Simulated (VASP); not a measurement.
Set up this calculation in VASP 6.6.1, as the native input.

| Item | Value |
| --- | --- |
| Task | single point |
| Functional | PBE |
| Potentials or basis | VASP PAW PBE potentials, release 64 (Si, Ni) |
| Cutoff | 600 eV |
| k mesh | 8 × 10 × 6 |
| Occupations | gaussian, width 0.1 eV |
| Spin | no spin polarisation |
| Dipole correction | no |
| Further INCAR settings | ALGO = Normal; EDIFF = 1e-06; NBANDS = 60 |

The structure of SiNi2 lies in POSCAR:

```
SiNi2
1.0
    5.1115838951      0.0000000000      0.0000000000
    0.0000000000      3.7507632943      0.0000000000
    0.0000000000      0.0000000000      7.1213807581
Si Ni
4 8
Direct
    0.2826073822      0.7500000000      0.6157940552
    0.7173926178      0.2500000000      0.3842059448
    0.2173926178      0.2500000000      0.1157940552
    0.7826073822      0.7500000000      0.8842059448
    0.9605229147      0.7500000000      0.2010237560
    0.0394770853      0.2500000000      0.7989762440
    0.5394770853      0.2500000000      0.7010237560
    0.4605229147      0.7500000000      0.2989762440
    0.8324925452      0.7500000000      0.5601761063
    0.1675074548      0.2500000000      0.4398238937
    0.6675074548      0.2500000000      0.0601761063
    0.3324925452      0.7500000000      0.9398238937
```

One way to write it, as run:

INCAR

```
PREC = Accurate
ENCUT = 600
EDIFF = 1E-6
ISMEAR = 0
SIGMA = 0.1
LREAL = False
LASPH = True
NELM = 120
ALGO = Normal
ISIF = 2
LWAVE = False
LCHARG = False
GGA = PE
NBANDS = 60
GGA_COMPAT = False
```

KPOINTS

```
Automatic mesh
0
Gamma
  8 10 6
```

Potentials or basis: VASP PAW PBE potentials, release 64 (Si, Ni).

The run is started by

```bash
$ cat potpaw_PBE.64/Si/POTCAR potpaw_PBE.64/Ni/POTCAR > POTCAR
$ mpirun -np 1 vasp_std > vasp.out
```

Results of the run:

```yaml
Pressure: -5.0 GPa
Largest_force: 0.007 eV/Å
Band_gap_on_the_k_mesh: zero (bands 48 and 49 overlap by 1.65 eV)
```

Caveat: the cell stands under tension.

Run time: 11 min on 1 thread of Intel(R) Xeon(R) 6975P-C (Granite Rapids), with other jobs on the host, peak memory 0.85 GiB.
